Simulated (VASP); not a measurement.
Write the native input for VASP 6.6.1 that does the following.

- Task: single point
- Functional: PBE
- Potentials or basis: VASP PAW PBE potentials, release 64 (Be)
- Cutoff: 520 eV
- k mesh: 13 × 13 × 13
- Occupations: fermi-dirac, width 0.1 eV
- Spin: no spin polarisation
- Dipole correction: no
- Further INCAR settings: ALGO = Normal; EDIFF = 1e-06; NBANDS = 7

The structure of Be lies in POSCAR:

```
Be
1.0
   -1.2572631535      1.2572631535      1.2572631535
    1.2572631535     -1.2572631535      1.2572631535
    1.2572631535      1.2572631535     -1.2572631535
Be
1
Direct
    0.0000000000      0.0000000000      0.0000000000
```

These files were run (other wordings do the same):

INCAR

```
  PREC = Accurate
  ENCUT = 520
  EDIFF = 1E-6
  ISMEAR = -1
  SIGMA = 0.1
  LREAL = False
  LASPH = True
  NELM = 60
  ALGO = Normal
  ISIF = 2
  LWAVE = False
  LCHARG = False
  GGA = PE
  NBANDS = 7
```

KPOINTS

```
Automatic mesh
0
Gamma
  13 13 13
```

Potentials or basis: VASP PAW PBE potentials, release 64 (Be).

The run is started by

```bash
$ cat potpaw_PBE.64/Be/POTCAR > POTCAR
$ mpirun -np 1 vasp_std > vasp.out
```

Results of the run:

```
Pressure               : -1.8 GPa
Band gap on the k mesh : zero (band 1 reaches 10.62 eV, above the bottom of band 2 at 6.69 eV)
```

It took 2.8 s on 1 thread of AMD EPYC 7R43 64-Core Processor (Zen 3), with other jobs on the host, peak memory 0.07 GiB.
